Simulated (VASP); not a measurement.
# KF (F-43m) in VASP: further runs

KF is run at these levels: PBE, r2SCAN; tasks: single point.

Everything below comes from runs of VASP 6.6.1. Logs are shortened: lines on timing, memory, paths and dates and some standing lists are left out, and cuts for length are marked.

### 1 The cell of the first run

It takes space group F-43m (No. 216, cubic). Conventional cell: a = 5.871 Å, b = 5.871 Å, c = 5.871 Å, α = 90.00°, β = 90.00°, γ = 90.00°. Within 3.4 Å of K (site symmetry -43m) lie 4 F at 2.54 Å. F (site symmetry -43m) has 4 K at 2.54 Å within 3.4 Å.

### 2 Single point, PBE

INCAR

```
PREC     = Accurate       # precision mode
ENCUT    = 520            # plane-wave cutoff, eV
EDIFF    = 1E-6           # SCF threshold, eV
ISMEAR   = 0              # smearing method
SIGMA    = 0.01           # smearing width, eV
LREAL    = False          # projectors in reciprocal space
LASPH    = True           # aspherical terms in the spheres
NELM     = 100            # most SCF steps
ALGO     = Normal         # electronic algorithm
ISIF     = 2              # what is computed and relaxed
LWAVE    = False          # write WAVECAR
LCHARG   = False          # write CHGCAR
GGA      = PE             # functional
NBANDS   = 15             # bands
```

KPOINTS

```
regular mesh
0
Gamma
  6 6 6
```

POSCAR

```
KF
1.0
    0.0000000000      2.9354014298      2.9354014298
    2.9354014298      0.0000000000      2.9354014298
    2.9354014298      2.9354014298      0.0000000000
K F
1 1
Direct
    0.0000000000      0.0000000000      0.0000000000
    0.2500000000      0.2500000000      0.2500000000
```

Potentials or basis: VASP PAW PBE potentials, release 64 (K_sv, F).

On the command line:

```console
> cat potpaw_PBE.64/K_sv/POTCAR potpaw_PBE.64/F/POTCAR > POTCAR
> mpirun -np 1 vasp_std > vasp.out
```

OUTCAR:

```text
PREC = Accurate
   ENCUT = 520
   EDIFF = 1E-6
   ISMEAR = 0
   LREAL = False
   LASPH = True
   NELM = 100
   ISIF = 2
   GGA = PE

 ion  position               nearest neighbor table
   1  0.000  0.000  0.000-   2 2.54   2 2.54   2 2.54   2 2.54
   2  0.250  0.250  0.250-   1 2.54   1 2.54   1 2.54   1 2.54

  LATTYP: Found a face centered cubic cell.
 ALAT       =     5.8708028596

  Lattice vectors:

 A1 = (   0.0000000000,   2.9354014298,   2.9354014298)
 A2 = (   2.9354014298,   0.0000000000,   2.9354014298)
 A3 = (   2.9354014298,   2.9354014298,   0.0000000000)

Analysis of symmetry for initial positions (statically):
=====================================================================
 Subroutine PRICEL returns:
 Original cell was already a primitive cell.

 Routine SETGRP: Setting up the symmetry group for a
 face centered cubic supercell.

 Subroutine GETGRP returns: Found 24 space group operations
 (whereof 24 operations were pure point group operations)
 out of a pool of 48 trial point group operations.

The static configuration has the point symmetry T_d .

Analysis of symmetry for dynamics (positions and initial velocities):
=====================================================================
 Subroutine PRICEL returns:
 Original cell was already a primitive cell.

 Routine SETGRP: Setting up the symmetry group for a
 face centered cubic supercell.

 Subroutine GETGRP returns: Found 24 space group operations
 (whereof 24 operations were pure point group operations)
 out of a pool of 48 trial point group operations.

The dynamic configuration has the point symmetry T_d .

 Subroutine INISYM returns: Found 24 space group operations
 (whereof 24 operations are pure point group operations),
 and found     1 'primitive' translations

----------------------------------------------------------------------------------------

                                     Primitive cell

  volume of cell :      50.5863

  direct lattice vectors                    reciprocal lattice vectors
     0.000000000  2.935401430  2.935401430    -0.170334454  0.170334454  0.170334454
     2.935401430  0.000000000  2.935401430     0.170334454 -0.170334454  0.170334454
     2.935401430  2.935401430  0.000000000     0.170334454  0.170334454 -0.170334454

  length of vectors
     4.151284513  4.151284513  4.151284513     0.295027929  0.295027929  0.295027929

  position of ions in fractional coordinates (direct lattice)
     0.000000000  0.000000000  0.000000000
     0.250000000  0.250000000  0.250000000

  ion indices of the primitive-cell ions
   primitive index   ion index
                 1           1
                 2           2

----------------------------------------------------------------------------------------

 KPOINTS: regular mesh

Automatic generation of k-mesh.
 Grid dimensions read from file:
 generate k-points for:    6    6    6

 Generating k-lattice:

  Cartesian coordinates                     Fractional coordinates (reciprocal lattice)
    -0.028389076  0.028389076  0.028389076     0.166666667  0.000000000  0.000000000
     0.028389076 -0.028389076  0.028389076     0.000000000  0.166666667  0.000000000
     0.028389076  0.028389076 -0.028389076     0.000000000  0.000000000  0.166666667

  Length of vectors
     0.049171321  0.049171321  0.049171321

  Shift w.r.t. Gamma in fractional coordinates (k-lattice)
     0.000000000  0.000000000  0.000000000

 Subroutine IBZKPT returns following result:
 ===========================================

 Found     16 irreducible k-points:

 Following reciprocal coordinates:
            Coordinates               Weight
  0.000000  0.000000  0.000000      1.000000
  0.166667  0.000000  0.000000      8.000000
  0.333333  0.000000  0.000000      8.000000
  0.500000  0.000000  0.000000      4.000000
  0.166667  0.166667  0.000000      6.000000
  0.333333  0.166667  0.000000     24.000000
[... 8 lines left out ...]
 -0.333333  0.333333  0.166667     24.000000
 -0.333333  0.500000  0.166667     12.000000
   k-points           NKPTS =     16   k-points in BZ     NKDIM =     16   number of bands    NBANDS=     15
   number of dos      NEDOS =    301   number of ions     NIONS =      2
   total plane-waves  NPLWV =  32768
   dimension x,y,z NGX =    32 NGY =   32 NGZ =   32
   dimension x,y,z NGXF=    64 NGYF=   64 NGZF=   64
   ions per type =               1   1
   NGX,Y,Z   is equivalent  to a cutoff of  12.81, 12.81, 12.81 a.u.
   NGXF,Y,Z  is equivalent  to a cutoff of  25.63, 25.63, 25.63 a.u.
 SYSTEM =  unknown system
   PREC   = accura    normal or accurate (medium, high low for compatibility)
   ISTART =      0    job   : 0-new  1-cont  2-samecut
   ICHARG =      2    charge: 1-file 2-atom 10-const
   ISPIN  =      1    spin polarized calculation?
   LNONCOLLINEAR =      F non collinear calculations
   LSORBIT =      F    spin-orbit coupling
   LASPH  =      T    aspherical Exc in radial PAW
   ENCUT  =  520.0 eV  38.22 Ry    6.18 a.u.   7.72  7.72  7.72*2*pi/ulx,y,z
   NELM   =    100;   NELMIN=  2; NELMDL= -5     # of ELM steps
   EDIFF  = 0.1E-05   stopping-criterion for ELM
   LREAL  =      F    real-space projection
   EDIFFG = 0.1E-04   stopping-criterion for IOM
   NSW    =      0    number of steps for IOM
   IBRION =     -1    ionic relax: 0-MD 1-quasi-New 2-CG
   NFREE  =      0    steps in history (QN), initial steepest desc. (CG)
   ISIF   =      2    stress and relaxation
   ISYM   =      2    0-nonsym 1-usesym 2-fastsym
   POTIM  = 0.5000    time-step for ionic-motion
   TEBEG  =    0.0;   TEEND  =   0.0 temperature during run
   PSTRESS=    0.0 pullay stress
   NELECT =      16.0000    total number of electrons
   NUPDOWN=      -1.0000    fix difference up-down
   EMIN   =  10.00;   EMAX   =-10.00  energy-range for DOS
   EFERMI =   0.00;   METHOD = LEGACY
   ISMEAR =     0;   SIGMA  =   0.01  broadening in eV -4-tet -1-fermi 0-gaus
   EFERMI_NEDOS =   21; number of points for ismear=-14 and -15
   IALGO  =     38    algorithm
   IMIX   =      4    mixing-type and parameters
     AMIX     =   0.40;   BMIX     =  1.00
     AMIX_MAG =   1.60;   BMIX_MAG =  1.00
  volume/ion in A,a.u.               =      25.29       170.69
  Fermi-wavevector in a.u.,A,eV,Ry     =   1.115417  2.107833 16.927763  1.244155
  Thomas-Fermi vector in A             =   2.252022
   LORBIT       =      0    0 simple, 1 ext, 2 COOP (PROOUT), +10 PAW based schemes
   GGA     = PE    functional components
   LHFCALC =     F    Hartree Fock is set to
   AEXX    =    0.0000 exact exchange contribution
   IVDW    =     0    specifies the selected vdW correction
   LEPSILON=     F    determine dielectric tensor
   LRPA    =     F    only Hartree local field effects (RPA)
 non-spin polarized calculation
 Gauss-broadening in eV      SIGMA  =   0.01
  energy-cutoff  :      520.00
  volume of cell :       50.59
 maximum number of plane-waves:      1380
   NGX = 15   NGY = 15   NGZ = 15

 number of electron      15.9999996 magnetization

 Free energy of the ion-electron system (eV)
  ---------------------------------------------------
  ext. energy  EPLUGINS =         0.00000000
  ---------------------------------------------------
  free energy    TOTEN  =        -8.12131740 eV

  energy without entropy =       -8.12131740  energy(sigma->0) =       -8.12131740

 E-fermi :  -3.5216     XC(G=0):  -7.0169

 val. band max:       -3.6508187811   @ k =  -0.3333   0.5000   0.1667
 cond. band min:       1.5076301220   @ k =   0.0000   0.0000   0.0000
 fundamental gap:      5.1584489031
 Fermi energy:        -3.5216373008

 k-point     1 :       0.0000    0.0000    0.0000
  band No.  band energies     occupation
      1     -29.8404      2.00000
      2     -22.1788      2.00000
      3     -13.2451      2.00000
      4     -13.2451      2.00000
      5     -13.2451      2.00000
      6      -3.8596      2.00000
      7      -3.8596      2.00000
      8      -3.8596      2.00000
      9       1.5076      0.00000
     10       8.1073      0.00000
     11       8.1073      0.00000
     12       8.2476      0.00000
     13       8.2476      0.00000
     14       8.2476      0.00000
     15      13.2404      0.00000

 k-point     2 :       0.1667    0.0000    0.0000
  band No.  band energies     occupation
      1     -29.8302      2.00000
      2     -22.1991      2.00000
      3     -13.2725      2.00000
      4     -13.2573      2.00000
      5     -13.2573      2.00000
      6      -3.9039      2.00000
      7      -3.8356      2.00000
      8      -3.8356      2.00000
      9       2.0479      0.00000
     10       7.6702      0.00000
     11       7.6702      0.00000
     12       7.7787      0.00000
     13       8.6753      0.00000
     14       8.6753      0.00000
     15      11.6448      0.00000

 k-point     3 :       0.3333    0.0000    0.0000
  band No.  band energies     occupation
      1     -29.8094      2.00000
      2     -22.2394      2.00000
      3     -13.3300      2.00000
      4     -13.2815      2.00000
      5     -13.2815      2.00000
      6      -3.9325      2.00000
      7      -3.7899      2.00000
      8      -3.7899      2.00000
      9       3.3007      0.00000
     10       6.6299      0.00000
     11       7.3431      0.00000
     12       7.3431      0.00000
     13       9.1120      0.00000
     14       9.1120      0.00000
     15      10.5097      0.00000
[... 199 lines left out ...]
 k-point    15 :      -0.3333    0.3333    0.1667
  band No.  band energies     occupation
      1     -29.7887      2.00000
      2     -22.2789      2.00000
      3     -13.4386      2.00000
      4     -13.3439      2.00000
      5     -13.2126      2.00000
      6      -3.9084      2.00000
      7      -3.8131      2.00000
      8      -3.6845      2.00000
      9       4.4969      0.00000
     10       5.2949      0.00000
     11       7.4345      0.00000
     12       8.0703      0.00000
     13       9.2150      0.00000
     14       9.9212      0.00000
     15      10.4314      0.00000

 k-point    16 :      -0.3333    0.5000    0.1667
  band No.  band energies     occupation
      1     -29.7853      2.00000
      2     -22.2855      2.00000
      3     -13.4246      2.00000
      4     -13.3730      2.00000
      5     -13.2126      2.00000
      6      -3.9900      2.00000
      7      -3.7514      2.00000
      8      -3.6508      2.00000
      9       4.6260      0.00000
     10       4.9273      0.00000
     11       8.0872      0.00000
     12       8.4584      0.00000
     13       9.5567      0.00000
     14       9.8180      0.00000
     15      10.1846      0.00000

------------------------ aborting loop because EDIFF is reached ----------------------------------------

  FORCE on cell =-STRESS in cart. coord.  units (eV):
  Direction    XX          YY          ZZ          XY          YZ          ZX
  --------------------------------------------------------------------------------------
  -------------------------------------------------------------------------------------
  Total        0.2948275      0.2948275      0.2948275      0.0000000      0.0000000      0.0000000
  in kB        9.3378315      9.3378315      9.3378315      0.0000000      0.0000000      0.0000000
  external PRESSURE =       9.3378315 kB  Pullay stress =       0.0000000 kB

 VOLUME and BASIS-vectors are now :
 -----------------------------------------------------------------------------
  energy-cutoff  :      520.00
  volume of cell :       50.59
      direct lattice vectors                 reciprocal lattice vectors
     0.000000000  2.935401430  2.935401430    -0.170334454  0.170334454  0.170334454
     2.935401430  0.000000000  2.935401430     0.170334454 -0.170334454  0.170334454
     2.935401430  2.935401430  0.000000000     0.170334454  0.170334454 -0.170334454

 POSITION                                       TOTAL-FORCE (eV/Angst)
 -----------------------------------------------------------------------------------
      0.00000      0.00000      0.00000        -0.000000     -0.000000     -0.000000
      1.46770      1.46770      1.46770         0.000000      0.000000      0.000000
 -----------------------------------------------------------------------------------
    total drift:                               -0.000000     -0.000000     -0.000000

  FREE ENERGIE OF THE ION-ELECTRON SYSTEM (eV)
  ---------------------------------------------------
  free  energy   TOTEN  =        -8.1213174022 eV

  energy  without entropy=       -8.1213174022  energy(sigma->0) =       -8.12131740
```

Wall time 10 s (1 thread of Intel Xeon 6975P-C, shared host); peak memory 0.17 GiB.

What came out:

* Free energy: -8.1213 eV
* Pressure: 0.9 GPa
* Band gap on the k mesh: 5.16 eV, indirect (least direct gap 5.37 eV)

### 3 Single point, r2SCAN

POSCAR is that of step 2.

INCAR.step1

```
  PREC = Accurate
  ENCUT = 520
  ISMEAR = 0
  SIGMA = 0.01
  LREAL = F
  LASPH = T
  NELM = 80
  NBANDS = 15
  GGA = PE
  ALGO = Normal
  EDIFF = 1E-4
  LWAVE = T
  LCHARG = F
```

INCAR.step2

```
  PREC = Accurate
  ENCUT = 520
  EDIFF = 1E-7
  ISMEAR = 0
  SIGMA = 0.01
  LREAL = F
  LASPH = T
  NELM = 80
  ALGO = Normal
  ISIF = 2
  LWAVE = F
  LCHARG = F
  METAGGA = R2SCAN
  LMIXTAU = T
  NBANDS = 15
  ISTART = 1
```

KPOINTS

```
Automatic mesh
0
Gamma
  6 6 6
```

Potentials or basis: VASP PAW PBE potentials, release 64 (K_sv, F).

On the command line:

```console
> cat potpaw_PBE.64/K_sv/POTCAR potpaw_PBE.64/F/POTCAR > POTCAR
> cp INCAR.step1 INCAR
> mpirun -np 1 vasp_std > vasp.out
> cp INCAR.step2 INCAR
> mpirun -np 1 vasp_std > vasp.out
```

OUTCAR:

```text
PREC = Accurate
   ENCUT = 520
   EDIFF = 1E-7
   ISMEAR = 0
   LREAL = F
   LASPH = T
   NELM = 80
   ISIF = 2
   METAGGA = R2SCAN
   ISTART = 1

 ion  position               nearest neighbor table
   1  0.000  0.000  0.000-   2 2.54   2 2.54   2 2.54   2 2.54
   2  0.250  0.250  0.250-   1 2.54   1 2.54   1 2.54   1 2.54

  LATTYP: Found a face centered cubic cell.
 ALAT       =     5.8708028596

  Lattice vectors:

 A1 = (   0.0000000000,   2.9354014298,   2.9354014298)
 A2 = (   2.9354014298,   0.0000000000,   2.9354014298)
 A3 = (   2.9354014298,   2.9354014298,   0.0000000000)

Analysis of symmetry for initial positions (statically):
=====================================================================
 Subroutine PRICEL returns:
 Original cell was already a primitive cell.

 Routine SETGRP: Setting up the symmetry group for a
 face centered cubic supercell.

 Subroutine GETGRP returns: Found 24 space group operations
 (whereof 24 operations were pure point group operations)
 out of a pool of 48 trial point group operations.
[... 164 lines left out ...]
      2     -23.8015      2.00000
      3     -13.9838      2.00000
      4     -13.9838      2.00000
      5     -13.9838      2.00000
      6      -4.3354      2.00000
      7      -4.3354      2.00000
      8      -4.3354      2.00000
      9       1.6128      0.00000
     10       8.5139      0.00000
     11       8.5139      0.00000
     12       8.6351      0.00000
     13       8.6351      0.00000
     14       8.6351      0.00000
[... 257 lines left out ...]
      2     -23.9060      2.00000
      3     -14.1583      2.00000
      4     -14.1086      2.00000
      5     -13.9534      2.00000
      6      -4.4547      2.00000
      7      -4.2274      2.00000
      8      -4.1304      2.00000
      9       4.7164      0.00000
     10       5.0041      0.00000
     11       8.4510      0.00000
     12       8.9400      0.00000
     13       9.9461      0.00000
     14      10.2852      0.00000
     15      10.8101      0.00000

------------------------ aborting loop because EDIFF is reached ----------------------------------------

  FORCE on cell =-STRESS in cart. coord.  units (eV):
  Direction    XX          YY          ZZ          XY          YZ          ZX
  --------------------------------------------------------------------------------------
  -------------------------------------------------------------------------------------
  Total        0.0055833      0.0055833      0.0055833      0.0000000      0.0000000      0.0000000
  in kB        0.1768341      0.1768341      0.1768341      0.0000000      0.0000000      0.0000000
  external PRESSURE =       0.1768341 kB  Pullay stress =       0.0000000 kB

 VOLUME and BASIS-vectors are now :
 -----------------------------------------------------------------------------
  energy-cutoff  :      520.00
  volume of cell :       50.59
      direct lattice vectors                 reciprocal lattice vectors
     0.000000000  2.935401430  2.935401430    -0.170334454  0.170334454  0.170334454
     2.935401430  0.000000000  2.935401430     0.170334454 -0.170334454  0.170334454
     2.935401430  2.935401430  0.000000000     0.170334454  0.170334454 -0.170334454

 POSITION                                       TOTAL-FORCE (eV/Angst)
 -----------------------------------------------------------------------------------
      0.00000      0.00000      0.00000        -0.000000     -0.000000     -0.000000
      1.46770      1.46770      1.46770         0.000000      0.000000      0.000000
 -----------------------------------------------------------------------------------
    total drift:                               -0.000000     -0.000000     -0.000000

  FREE ENERGIE OF THE ION-ELECTRON SYSTEM (eV)
  ---------------------------------------------------
  free  energy   TOTEN  =       -14.7060993707 eV

  energy  without entropy=      -14.7060993707  energy(sigma->0) =      -14.70609937
```

OUTCAR.step1:

```text
PREC = Accurate
   ENCUT = 520
   ISMEAR = 0
   LREAL = F
   LASPH = T
[... 497 lines left out ...]
 -----------------------------------------------------------------------------------
      0.00000      0.00000      0.00000        -0.000000     -0.000000     -0.000000
      1.46770      1.46770      1.46770         0.000000      0.000000      0.000000
 -----------------------------------------------------------------------------------
    total drift:                                0.000000      0.000000      0.000000

  FREE ENERGIE OF THE ION-ELECTRON SYSTEM (eV)
  ---------------------------------------------------
  free  energy   TOTEN  =        -8.1213068293 eV

  energy  without entropy=       -8.1213068293  energy(sigma->0) =       -8.12130683
```

OSZICAR.step1:

```text
N       E                     dE             d eps       ncg     rms          rms(c)
DAV:   1     0.106590986156E+03    0.10659E+03   -0.77332E+03   480   0.990E+02
DAV:   2    -0.463778211734E+01   -0.11123E+03   -0.10209E+03   628   0.266E+02
DAV:   3    -0.951480784948E+01   -0.48770E+01   -0.48552E+01   627   0.511E+01
DAV:   4    -0.969692786877E+01   -0.18212E+00   -0.18210E+00   692   0.864E+00
DAV:   5    -0.969800983945E+01   -0.10820E-02   -0.10820E-02   641   0.808E-01    0.685E+00
DAV:   6    -0.816221769372E+01    0.15358E+01   -0.46327E+00   529   0.160E+01    0.391E+00
DAV:   7    -0.811773917857E+01    0.44479E-01   -0.12346E-01   534   0.254E+00    0.231E+00
DAV:   8    -0.811582091547E+01    0.19183E-02   -0.79067E-02   536   0.262E+00    0.325E-01
DAV:   9    -0.811928167245E+01   -0.34608E-02   -0.80877E-03   590   0.572E-01    0.147E-01
DAV:  10    -0.812136492565E+01   -0.20833E-02   -0.23537E-03   494   0.404E-01    0.618E-02
DAV:  11    -0.812130682926E+01    0.58096E-04   -0.15944E-04   662   0.101E-01
   1 F= -.81213068E+01 E0= -.81213068E+01  d E =-.560858E-82
```

It took 37 s on 1 thread of Intel Xeon 6975P-C, shared host; peak memory 0.18 GiB.

Results:

* Free energy: -14.7061 eV
* Pressure: 0.0 GPa
* Band gap on the k mesh: 5.74 eV, indirect (least direct gap 5.95 eV)

Levels at points of the mesh, in eV from the valence-band top:
```
           k point  band 6  band 7  band 8  band 9  band 10  band 11
(0.00, 0.00, 0.00)   -0.21   -0.21   -0.21    5.74    12.64    12.64
(0.50, 0.00, 0.00)   -0.26   -0.12   -0.12    8.56     9.87    11.70
(0.50, 0.50, 0.00)   -0.43    0.00    0.00    8.83     8.94    13.28
```

Caveat: the PAW data sets were made with another functional, which shifts forces and pressure a little. r2SCAN opens gaps a little over a GGA but as a rule still falls short of measured ones.
